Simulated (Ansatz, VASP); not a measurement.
## Two plane-wave programs on Sn

INCAR

```
SYSTEM = Sn
PREC = Accurate ; ENCUT = 600
EDIFF = 1E-6 ; ISMEAR = -1
SIGMA = 0.05 ; LREAL = .FALSE.
LASPH = .TRUE. ; NELM = 100
ALGO = Normal ; ISIF = 3
LWAVE = .FALSE. ; LCHARG = .FALSE.
GGA = PE ; IBRION = 2
NSW = 60 ; EDIFFG = -0.005
```

The input KPOINTS:

```
regular mesh
0
G
  16 16 16
  0 0 0
```

File POSCAR:

```
Sn
1.0
   -1.9129311828      1.9129311828      1.9129311828
    1.9129311828     -1.9129311828      1.9129311828
    1.9129311828      1.9129311828     -1.9129311828
Sn
1
Direct
    0.0000000000      0.0000000000      0.0000000000
```

Input for Ansatz:

```yaml
crystal:
  lattice:
    - [-1.9129311828, 1.9129311828, 1.9129311828]
    - [1.9129311828, -1.9129311828, 1.9129311828]
    - [1.9129311828, 1.9129311828, -1.9129311828]
  atoms:
    - { symbol: Sn, position: [0.0, 0.0, 0.0] }
kpoints:
  mp_grid: { grid: [16, 16, 16] }
scf:
  occupations: { method: fermi_dirac, width: 0.05 }
hamiltonian:
  xc: pbe
  pseudopotentials: { kind: paw }
output:
  forces: true
  stress: true
relax:
  f_tol: 0.005
  max_steps: 40
  cell: {}
```

Alike in both runs: task relaxation of cell and atoms; functional PBE; k mesh 16 × 16 × 16; occupations fermi-dirac, width 0.05 eV; no spin polarisation.

|  | VASP | Ansatz |
| --- | --- | --- |
| version | VASP 6.6.1 | Ansatz 0.2.0 |
| potentials or method | VASP PAW PBE potentials, release 64 (Sn_d) | PAW with Ansatz's default frozen-core files, scalar-relativistic |
| plane-wave cutoff (eV) | 600 | 420 |
| valence electrons in the cell | 14 | 14 |

|  | VASP | Ansatz | Ansatz less VASP |
| --- | --- | --- | --- |
| relaxed volume (Å³/atom) | 27.77 | 27.77 | +0.003 |
| relaxed cell length with the largest relative difference (Å) | 3.304 | 3.304 | +0.0001 |
